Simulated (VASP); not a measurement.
Write the native input for VASP 6.6.1 that does the following.

| Quantity | Value |
| --- | --- |
| Task | single point |
| Functional | PBEsol |
| Potentials or basis | VASP PAW PBE potentials, release 64 (Ta_pv, K_sv, O) |
| Cutoff | 520 eV |
| k mesh | 7 × 7 × 7 |
| Occupations | fermi-dirac, width 0.05 eV |
| Spin | no spin polarisation |
| Dipole correction | no |
| Further INCAR settings | ALGO = Normal; EDIFF = 1e-06; NBANDS = 27 |

The structure of KTaO3 lies in POSCAR:

```
KTaO3
1.0
    3.9615320794      0.0000000000      0.0000000000
    0.0000000000      3.9615320794      0.0000000000
    0.0000000000      0.0000000000      3.9615320794
Ta K O
1 1 3
Direct
    0.0000000000      0.0000000000      0.0000000000
    0.5000000000      0.5000000000      0.5000000000
    0.0000000000      0.0000000000      0.5000000000
    0.0000000000      0.5000000000      0.0000000000
    0.5000000000      0.0000000000      0.0000000000
```

One way to write it, as run:

INCAR

```
ALGO = Normal ; EDIFF = 1E-6
ENCUT = 520 ; GGA = PS
ISIF = 2 ; ISMEAR = -1
LASPH = True ; LCHARG = True
LELF = True ; LREAL = False
LVHAR = True ; LWAVE = False
NBANDS = 27 ; NELM = 80
PREC = Accurate ; SIGMA = 0.05
```

KPOINTS

```
k-points
0
Gamma
  7 7 7
```

Potentials or basis: VASP PAW PBE potentials, release 64 (Ta_pv, K_sv, O).

Launch:

```sh
$ cat potpaw_PBE.64/Ta_pv/POTCAR potpaw_PBE.64/K_sv/POTCAR potpaw_PBE.64/O/POTCAR > POTCAR
$ mpirun -np 1 vasp_std > vasp.out
```

Results of the run:

| Property | Result |
| --- | --- |
| Pressure | 4.6 GPa |
| Band gap on the k mesh | 2.19 eV (least direct gap 2.74 eV) |

Caveat: the cell stands under pressure; the PAW data sets were made with another functional, which shifts forces and pressure a little; spin-orbit coupling is left out, which moves the levels of the heavy elements; an odd mesh through Γ misses points on the zone boundary, where band edges can lie.

Wall time 58 s on 1 thread of Intel Xeon 8259CL, with other jobs on the host, peak memory 0.19 GiB.
